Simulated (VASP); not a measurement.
# BeAl15HN16 (a cell with a defect) in VASP: a series of runs, part 2 of 2

VASP 6.6.1.

### Step 3. Single point, HSE06

POSCAR

```
BeAl15HN16
1.0
    6.2595139128      0.0000000578      0.0000000000
   -3.1297570064      5.4208980350      0.0000000000
    0.0000000000      0.0000000000     10.0348065929
Al Be N H
15 1 16 1
Direct
    0.3326785622      0.1701131864      0.2414943488
    0.3306356335      0.1719387490      0.7478344903
    0.1659364606      0.3368865955      0.9990707048
    0.3302792578      0.6630722985      0.2547084510
    0.1561920903      0.8194604990      0.5056487513
    0.3333905027      0.6670032100      0.7489221051
    0.1667661497      0.8352672883      0.9992473918
    0.8398096992      0.1725373131      0.2546709347
    0.6832133121      0.3465948948      0.5056602369
    0.8354074958      0.1691710492      0.7489721505
    0.6674755358      0.3359963223      0.9992709199
    0.8340243096      0.6686283655      0.2496407561
    0.6672026854      0.8354666635      0.5021646161
    0.8320363107      0.6706817453      0.7535746108
    0.6654027766      0.8372854681      1.0023315495
    0.1390104137      0.3634415953      0.5163672852
    0.3600211513      0.1427104712      0.4305572573
    0.1683875129      0.3346946670      0.1887307846
    0.3315597528      0.1711796673      0.9393774448
    0.1665398869      0.3355470692      0.6835714639
    0.3237997041      0.6534170102      0.4452649503
    0.1681293590      0.8320814400      0.1890681104
    0.3323983500      0.6703960814      0.9392541279
    0.1659006004      0.8342936192      0.6925346278
    0.8490499074      0.1788333261      0.4452501046
    0.6706045104      0.3344261515      0.1890879699
    0.8323183822      0.1702860558      0.9393365457
    0.6682842487      0.3369012616      0.6925336589
    0.8326073979      0.6701417803      0.4397983459
    0.6669861149      0.8357240054      0.1936629882
    0.8311687950      0.6715630264      0.9422386762
    0.6680083446      0.8345607833      0.6912442623
    0.4524924895      0.0503260451      0.3992495584
```

INCAR.step1

```
SYSTEM = BeAl15HN16
  ALGO = Normal
  EDIFF = 1E-5
  ENCUT = 520
  GGA = PE
  GGA_COMPAT = .FALSE.
  ISIF = 2
  ISMEAR = -1
  ISYM = -1
  LASPH = .TRUE.
  LCHARG = .FALSE.
  LREAL = Auto
  LWAVE = .TRUE.
  NBANDS = 86
  NELM = 120
  PREC = Accurate
  SIGMA = 0.01
```

INCAR.step2

```
SYSTEM = BeAl15HN16
  ALGO = Normal
  EDIFF = 1E-6
  ENCUT = 520
  GGA = PE
  GGA_COMPAT = .FALSE.
  HFSCREEN = 0.2079
  ISIF = 2
  ISMEAR = -1
  ISTART = 1
  ISYM = -1
  LASPH = .TRUE.
  LCHARG = .FALSE.
  LHFCALC = .TRUE.
  LREAL = Auto
  LWAVE = .FALSE.
  NBANDS = 86
  NELM = 120
  PREC = Accurate
  PRECFOCK = Fast
  SIGMA = 0.01
```

KPOINTS

```
explicit points
1
Reciprocal
  0.25000000   0.25000000   0.25000000 1
```

Potentials or basis: VASP PAW PBE potentials, release 64 (Al, Be, N, H).

Launch:

```sh
> cat potpaw_PBE.64/Al/POTCAR potpaw_PBE.64/Be/POTCAR potpaw_PBE.64/N/POTCAR potpaw_PBE.64/H/POTCAR > POTCAR
> cp INCAR.step1 INCAR
> mpirun -np 1 vasp_std > vasp.out
> cp INCAR.step2 INCAR
> mpirun -np 1 vasp_std > vasp.out
```

OUTCAR:

```text
SYSTEM = BeAl15HN16
   EDIFF = 1E-6
   ENCUT = 520
   GGA = PE
   HFSCREEN = 0.2079
   ISIF = 2
   ISMEAR = -1
   ISTART = 1
   ISYM = -1
   LASPH = .TRUE.
   LHFCALC = .TRUE.
   LREAL = Auto
   NELM = 120
   PREC = Accurate
   PRECFOCK = Fast

 ion  position               nearest neighbor table
   1  0.333  0.170  0.241-  18 1.86  26 1.91  22 1.91  17 1.92  33 2.05   3 3.03  11 3.03   7 3.03
                             8 3.10   4 3.10  12 3.13  12 3.13   4 3.17   8 3.17   9 3.26   5 3.26
   2  0.331  0.172  0.748-  20 1.89  24 1.91  28 1.91  19 1.92   3 3.09   6 3.09  10 3.09   5 3.09
                             9 3.09   7 3.11  11 3.11  14 3.13  14 3.13  10 3.17   6 3.17
   3  0.166  0.337  0.999-  19 1.89  18 1.90  23 1.90  27 1.91   1 3.03   6 3.08  10 3.08   2 3.09
                             8 3.12   4 3.12   7 3.12  11 3.12  15 3.13  15 3.13  11 3.14   7 3.14
   4  0.330  0.663  0.255-  18 1.90  22 1.91  21 1.91  30 1.93   8 3.07  13 3.08   5 3.09   1 3.10
                             3 3.12  15 3.12  12 3.12  12 3.14   7 3.14   1 3.17   8 3.19
   5  0.156  0.819  0.506-  29 1.88  24 1.88  21 1.91  17 1.93  33 2.00  16 2.80   9 2.96   6 3.03
                            14 3.05   4 3.09   2 3.09  12 3.11  13 3.11  13 3.15   1 3.26   9 3.30
   6  0.333  0.667  0.749-  24 1.90  32 1.90  23 1.91  20 1.91  16 2.87   5 3.03  13 3.07   3 3.08
                             2 3.09   7 3.10  14 3.11  15 3.12  10 3.12  10 3.14  14 3.15   2 3.17
   7  0.167  0.835  0.999-  23 1.89  22 1.90  31 1.91  19 1.92   1 3.03  14 3.06  12 3.09   6 3.10
                             2 3.11  15 3.12   3 3.12  11 3.13  11 3.13   3 3.14   4 3.14  15 3.14
   8  0.840  0.173  0.255-  18 1.90  26 1.91  25 1.91  30 1.93   4 3.07  13 3.08   9 3.09   1 3.10
                             3 3.12  15 3.12  12 3.12  12 3.14  11 3.14   1 3.17   4 3.19
   9  0.683  0.347  0.506-  29 1.88  28 1.88  25 1.91  17 1.93  33 2.00  16 2.80   5 2.96  10 3.03
                            14 3.05   2 3.09   8 3.09  12 3.11  13 3.11  13 3.15   1 3.26   5 3.30
  10  0.835  0.169  0.749-  28 1.90  32 1.90  27 1.91  20 1.91  16 2.87   9 3.03  13 3.07   3 3.08
                             2 3.09  11 3.10  14 3.11  15 3.11   6 3.12   6 3.14  14 3.15   2 3.17
  11  0.667  0.336  0.999-  27 1.89  26 1.90  31 1.91  19 1.92   1 3.03  14 3.06  12 3.09  10 3.10
                             2 3.11  15 3.12   3 3.12   7 3.13   7 3.13   3 3.14   8 3.14  15 3.14
  12  0.834  0.669  0.250-  30 1.90  29 1.91  22 1.91  26 1.91  15 3.08  11 3.09   7 3.09   9 3.11
                             5 3.11  13 3.11   8 3.12   4 3.12   1 3.13   1 3.13   4 3.14   8 3.14
  13  0.667  0.835  0.502-  32 1.90  29 1.90  25 1.95  21 1.95   6 3.07  10 3.07   4 3.08   8 3.08
                            14 3.09   9 3.11   5 3.11  12 3.11   5 3.15   9 3.15
  14  0.832  0.671  0.754-  32 1.88  31 1.89  28 1.91  24 1.91   9 3.05   5 3.05   7 3.06  11 3.06
                            15 3.08  13 3.09  10 3.11   6 3.11   2 3.13   2 3.13   6 3.15  10 3.15
  15  0.665  0.837  0.002-  31 1.90  27 1.91  23 1.91  30 1.92  14 3.08  12 3.08  10 3.11   7 3.12
                            11 3.12   6 3.12   4 3.12   8 3.12   3 3.13   3 3.13  11 3.14   7 3.14
  16  0.139  0.363  0.516-  20 1.70  25 1.74  21 1.74   9 2.80   5 2.80   6 2.87  10 2.87
  17  0.360  0.143  0.431-  33 1.05   1 1.92   9 1.93   5 1.93
  18  0.168  0.335  0.189-   1 1.86   4 1.90   8 1.90   3 1.90
  19  0.332  0.171  0.939-   3 1.89   7 1.92  11 1.92   2 1.92
  20  0.167  0.336  0.684-  16 1.70   2 1.89  10 1.91   6 1.91
  21  0.324  0.653  0.445-  16 1.74   5 1.91   4 1.91  13 1.95
  22  0.168  0.832  0.189-   7 1.90   1 1.91  12 1.91   4 1.91
[... 9 lines left out ...]
  32  0.668  0.835  0.691-  14 1.88  13 1.90   6 1.90  10 1.90
  33  0.452  0.050  0.399-  17 1.05   9 2.00   5 2.00   1 2.05

IMPORTANT INFORMATION: All symmetrisations will be switched off!
NOSYMM: (Re-)initialisation of all symmetry stuff for point group C_1.

----------------------------------------------------------------------------------------

                                     Primitive cell

  volume of cell :     340.5029

  direct lattice vectors                    reciprocal lattice vectors
     6.259513913  0.000000058  0.000000000     0.159756813  0.092235641  0.000000000
[... 109 lines left out ...]
   NSW    =      0    number of steps for IOM
   IBRION =     -1    ionic relax: 0-MD 1-quasi-New 2-CG
   NFREE  =      0    steps in history (QN), initial steepest desc. (CG)
   ISIF   =      2    stress and relaxation
   ISYM   =     -1    0-nonsym 1-usesym 2-fastsym
   POTIM  = 0.5000    time-step for ionic-motion
   TEBEG  =    0.0;   TEEND  =   0.0 temperature during run
   PSTRESS=    0.0 pullay stress
   NELECT =     128.0000    total number of electrons
   NUPDOWN=      -1.0000    fix difference up-down
   EMIN   =  10.00;   EMAX   =-10.00  energy-range for DOS
   EFERMI =   0.00;   METHOD = LEGACY
   ISMEAR =    -1;   SIGMA  =   0.01  broadening in eV -4-tet -1-fermi 0-gaus
   EFERMI_NEDOS =   21; number of points for ismear=-14 and -15
   IALGO  =     38    algorithm
   IMIX   =      1    mixing-type and parameters
     AMIX     =   0.40;   BMIX     =  1.00
     AMIX_MAG =   1.60;   BMIX_MAG =  1.00
  volume/ion in A,a.u.               =      10.32        69.63
  Fermi-wavevector in a.u.,A,eV,Ry     =   1.181511  2.232733 18.993310  1.395969
  Thomas-Fermi vector in A             =   2.317783
   LORBIT       =      0    0 simple, 1 ext, 2 COOP (PROOUT), +10 PAW based schemes
   GGA     = PE    functional components
   LHFCALC =     T    Hartree Fock is set to
   PRECFOCK=fast      Normal, Fast or Accurate (Low or Medium for compatibility)
   ENCUT4O =  -1.0   cutoff for four orbital integrals eV
   NKREDX  =     1    reduce k-point grid by
   NKREDY  =     1    reduce k-point grid by
   NKREDZ  =     1    reduce k-point grid by
   AEXX    =    0.2500 exact exchange contribution
   HFSCREEN=    0.2079 screening length (either q_TF or 0.3 A-1)
   HFSCREENC=   0.2079 screening length for correlation (either q_TF or 0.3 A-1)
   ENCUTFOCK=  -1.0 apply spherical cutoff to Coloumb kernel
   IVDW    =     0    specifies the selected vdW correction
   LEPSILON=     F    determine dielectric tensor
   LRPA    =     F    only Hartree local field effects (RPA)
 non-spin polarized calculation
  energy-cutoff  :      520.00
  volume of cell :      340.50
 maximum number of plane-waves:      9148
 NGX is ok and might be reduce to    48
  NGX = 24; NGY = 24; NGZ = 40

 number of electron     127.9999999 magnetization

 Free energy of the ion-electron system (eV)
  ---------------------------------------------------
  ext. energy  EPLUGINS =         0.00000000
  ---------------------------------------------------
  free energy    TOTEN  =      -284.89963314 eV

  energy without entropy =     -284.89963314  energy(sigma->0) =     -284.89963314

 E-fermi :   4.6786     XC(G=0):  -8.9074

 val. band max:        4.3515631511   @ k =   0.2500   0.2500   0.2500
 cond. band min:      11.2606463967   @ k =   0.2500   0.2500   0.2500
 fundamental gap:      6.9090832456
 Fermi energy:         4.6785728774

 k-point     1 :       0.2500    0.2500    0.2500
  band No.  band energies     occupation
      1     -12.1808      2.00000
      2     -11.0300      2.00000
      3     -10.6611      2.00000
      4     -10.3933      2.00000
      5     -10.3381      2.00000
      6     -10.0656      2.00000
[... 68 lines left out ...]
     75      13.2748      0.00000
     76      13.3313      0.00000
 [bands above 76 left out]

------------------------ aborting loop because EDIFF is reached ----------------------------------------

  FORCE on cell =-STRESS in cart. coord.  units (eV):
  Direction    XX          YY          ZZ          XY          YZ          ZX
  --------------------------------------------------------------------------------------
  -------------------------------------------------------------------------------------
  Total      -11.5800181    -21.6533491     -6.0116542     -8.7221367      0.6378246     -0.6202346
  in kB      -54.4877611   -101.8860683    -28.2867932    -41.0404972      3.0011729     -2.9184059
  external PRESSURE =     -61.5535408 kB  Pullay stress =       0.0000000 kB

 VOLUME and BASIS-vectors are now :
 -----------------------------------------------------------------------------
  energy-cutoff  :      520.00
  volume of cell :      340.50
      direct lattice vectors                 reciprocal lattice vectors
     6.259513913  0.000000058  0.000000000     0.159756813  0.092235641  0.000000000
    -3.129757006  5.420898035  0.000000000    -0.000000002  0.184471279  0.000000000
     0.000000000  0.000000000 10.034806593     0.000000000  0.000000000  0.099653141

 POSITION                                       TOTAL-FORCE (eV/Angst)
 -----------------------------------------------------------------------------------
      1.54999      0.92217      2.42335         0.003701      0.000035      0.043647
      1.53149      0.93206      7.50437        -0.007793      0.003597      0.009973
     -0.01569      1.82623     10.02548         0.011693     -0.007814      0.026112
     -0.00787      3.59445      2.55595        -0.010174     -0.031043      0.003749
     -1.58703      4.44221      5.07409         0.024092      0.027306     -0.007063
     -0.00070      3.61576      7.51529        -0.003086      0.001945      0.027539
[... 25 lines left out ...]
      1.56944      4.52407      6.93650        -0.006512      0.004682     -0.017933
      2.67487      0.27281      4.00639        -0.223402      0.128796      0.093895
 -----------------------------------------------------------------------------------
    total drift:                               -0.003689     -0.001042      0.041829

  FREE ENERGIE OF THE ION-ELECTRON SYSTEM (eV)
  ---------------------------------------------------
  free  energy   TOTEN  =      -284.8996331398 eV

  energy  without entropy=     -284.8996331398  energy(sigma->0) =     -284.89963314
```

Wall time 2.6 min (1 thread of AMD EPYC 9R45 (Zen 5), shared host); peak memory 0.59 GiB.

Results:

```
Free energy            : -284.8996 eV
Pressure               : -6.2 GPa
Largest force          : 0.379 eV/Å
Band gap on the k mesh : 6.91 eV
```

Forces on the atoms (eV/Å):
```
Al   0.004  0.000  0.044
Al  -0.008  0.004  0.010
Al   0.012 -0.008  0.026
Al  -0.010 -0.031  0.004
Al   0.024  0.027 -0.007
Al  -0.003  0.002  0.028
Al   0.014 -0.002  0.029
Al   0.018  0.024  0.008
Al  -0.012 -0.034 -0.010
Al  -0.005  0.001  0.027
Al   0.011 -0.012  0.029
Al  -0.010  0.007  0.023
Al   0.035 -0.017  0.053
Al  -0.001  0.003  0.026
Al   0.008 -0.005  0.021
Be  -0.001 -0.001 -0.011
N    0.309 -0.180 -0.126
N    0.017 -0.012 -0.022
N   -0.010  0.004 -0.018
N   -0.009  0.008  0.146
N   -0.041  0.170 -0.055
N    0.002  0.008 -0.020
N   -0.009 -0.001 -0.019
N   -0.013 -0.018 -0.046
N   -0.158 -0.051 -0.057
N   -0.007 -0.004 -0.023
N   -0.010  0.009 -0.022
N    0.014  0.019 -0.047
N    0.041 -0.025  0.021
N    0.032 -0.020 -0.040
N   -0.003  0.002 -0.046
N   -0.007  0.005 -0.018
H   -0.223  0.129  0.094
```

Levels at points of the mesh, in eV from the valence-band top:
| k point | band 62 | band 63 | band 64 | band 65 | band 66 | band 67 |
| --- | --- | --- | --- | --- | --- | --- |
| (0.25, 0.25, 0.25) | -0.32 | -0.29 | 0.00 | 6.91 | 7.67 | 7.85 |

Caveat: the PAW data sets were made with another functional, which shifts forces and pressure a little.

### Step 4. Single point, PBE, collinear spin

INCAR

```
SYSTEM = BeAl15HN16
  PREC = Accurate
  ENCUT = 520
  EDIFF = 1E-6
  ISMEAR = 0
  SIGMA = 0.01
  LREAL = Auto
  LASPH = .TRUE.
  NELM = 200
  ALGO = Normal
  ISIF = 2
  LWAVE = .FALSE.
  LCHARG = .FALSE.
  ISPIN = 2
  MAGMOM = 0 0 0 0 0 0 0 0 0 0 0 0 0 0 0 0 0.01 0.04 0.06 0.06 0.07 0.06 0.04 0.03 0.08 0.05 0.05 0.05 0.04 0.04 0.06 0.06 0
  LORBIT = 11
  NUPDOWN = 1.0
  GGA = PE
  NBANDS = 90
  NELECT = 127.0
  GGA_COMPAT = .FALSE.
  ISYM = -1
```

KPOINTS is that of step 3.

POSCAR

```
BeAl15HN16
1.0
    6.2595139102      0.0000000601      0.0000000000
   -3.1297570100      5.4208980298      0.0000000000
    0.0000000000      0.0000000000     10.0348065900
Al Be N H
15 1 16 1
Direct
    0.3316630610      0.1676220635      0.2410754734
    0.3296475346      0.1692800380      0.7462554616
    0.1645940064      0.3351450054      0.9979850399
    0.3298702165      0.6596852357      0.2530271585
    0.1533877359      0.8170279863      0.5052028588
    0.3322854516      0.6654149076      0.7479767968
    0.1660155755      0.8329643148      0.9978893364
    0.8381758596      0.1683908925      0.2526689963
    0.6804205598      0.3448514354      0.5046119993
    0.8344642008      0.1676574988      0.7478648517
    0.6660583233      0.3333086818      0.9980897623
    0.8332954349      0.6654654308      0.2484711764
    0.6650321002      0.8315175323      0.5008775500
    0.8316461700      0.6686607389      0.7525509268
    0.6641592787      0.8351172182      1.0010742596
    0.1373115117      0.3572837957      0.5137446731
    0.3574208212      0.1414081469      0.4306116936
    0.1674945818      0.3317620482      0.1885630478
    0.3305636119      0.1696024666      0.9393487717
    0.1665846837      0.3344456477      0.6833171049
    0.3218703231      0.6508454911      0.4455689223
    0.1683423642      0.8295171902      0.1893526023
    0.3318185055      0.6689229954      0.9390100540
    0.1652147269      0.8323587773      0.6925359033
    0.8481251014      0.1771046601      0.4456468292
    0.6702733073      0.3314885454      0.1890121080
    0.8316057602      0.1688085866      0.9390331288
    0.6679549997      0.3353154107      0.6924977889
    0.8307727813      0.6681547152      0.4392624904
    0.6666430127      0.8325806954      0.1932282294
    0.8302715898      0.6697217560      0.9424498218
    0.6680067567      0.8335909813      0.6911336623
    0.4490115682      0.0469452142      0.4004043068
```

Launch:

```sh
> cat potpaw_PBE.64/Al/POTCAR potpaw_PBE.64/Be/POTCAR potpaw_PBE.64/N/POTCAR potpaw_PBE.64/H/POTCAR > POTCAR
> mpirun -np 1 vasp_std > vasp.out
```

It took 1.9 min on 1 thread of AMD EPYC 9R45 (Zen 5), shared host; peak memory 0.55 GiB.

Results (log left out):

* Free energy: -247.7978 eV
* Largest force: 0.047 eV/Å
* Net moment: 1.00 μB per cell
* Site moments: Al -0.00, +0.00 (each value once); Be +0.01; N +0.02, +0.04, +0.05, +0.06, +0.03, +0.07 (each value once); H +0.00 μB
* Valence electrons inside the program's atomic spheres: Al 0.80, 0.79, 0.81, 0.78 (each value once); Be 1.07; N 3.87, 3.84, 3.81, 3.78, 3.82, 3.83, 3.85 (each value once); H 0.71

Forces in eV/Å, atoms in the order of the input:
```
Al   0.003 -0.006 -0.014
Al   0.000  0.003  0.005
Al   0.000  0.005  0.000
Al  -0.003  0.003  0.005
Al   0.007  0.011  0.008
Al   0.003  0.000  0.008
Al  -0.005  0.003 -0.001
Al   0.001 -0.001  0.005
Al  -0.006 -0.012  0.006
Al   0.003  0.000 -0.001
Al  -0.005  0.006 -0.007
Al   0.002  0.002  0.007
Al   0.002 -0.006  0.002
Al   0.003  0.000  0.005
Al   0.000 -0.003  0.003
Be   0.013 -0.008 -0.003
N   -0.026  0.011  0.024
N   -0.004 -0.001  0.005
N    0.005 -0.002  0.003
N   -0.002 -0.001  0.025
N   -0.002  0.030 -0.018
N    0.003  0.000  0.003
N    0.005 -0.001 -0.005
N   -0.003 -0.004 -0.015
N   -0.023 -0.011 -0.012
N    0.001 -0.003  0.004
N    0.002 -0.001  0.001
N   -0.002  0.000 -0.006
N    0.004  0.004 -0.008
N    0.001 -0.002 -0.001
N    0.004 -0.001  0.003
N   -0.009  0.006 -0.005
H    0.032 -0.020 -0.028
```

Caveat: the cell carries a net charge on a neutralising background, which shifts energy and pressure; the cell is charged against a uniform background, so pressure and absolute levels hang on convention; the total moment is fixed, so each spin has its own Fermi level and the state may be an excited one.
